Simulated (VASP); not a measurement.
A run of VASP 6.6.1:

INCAR

```
PREC     = Accurate       # precision mode
ENCUT    = 520            # plane-wave cutoff, eV
EDIFF    = 1E-6           # SCF threshold, eV
ISMEAR   = -1             # smearing method
SIGMA    = 0.05           # smearing width, eV
LREAL    = False          # projectors in reciprocal space
LASPH    = True           # aspherical terms in the spheres
NELM     = 60             # most SCF steps
ALGO     = Normal         # electronic algorithm
ISIF     = 2              # what is computed and relaxed
LWAVE    = False          # write WAVECAR
LCHARG   = False          # write CHGCAR
GGA      = PE             # functional
NBANDS   = 11             # bands
```

The input KPOINTS:

```
Automatic mesh
0
Gamma
  9 9 9
```

POSCAR

```
Ca
1.0
   -2.2052049036      2.2052049036      2.1961148100
    2.2052049036     -2.2052049036      2.1961148100
    2.2052049036      2.2052049036     -2.1961148100
Ca
1
Direct
    0.5000000000      0.5000000000      0.0000000000
```

Potentials or basis: VASP PAW PBE potentials, release 64 (Ca_sv).

The run is started by

```bash
$ cat potpaw_PBE.64/Ca_sv/POTCAR > POTCAR
$ mpirun -np 1 vasp_std > vasp.out
```

Hardware: 1 thread of Intel(R) Xeon(R) Platinum 8488C (Sapphire Rapids), with other jobs on the host.

Question: Estimate the wall time of this run.

Answer: Wall time 23 s on 1 thread of Intel(R) Xeon(R) Platinum 8488C (Sapphire Rapids) (shared host), peak memory 0.17 GiB. Counts: scf iterations 11, k points 75.
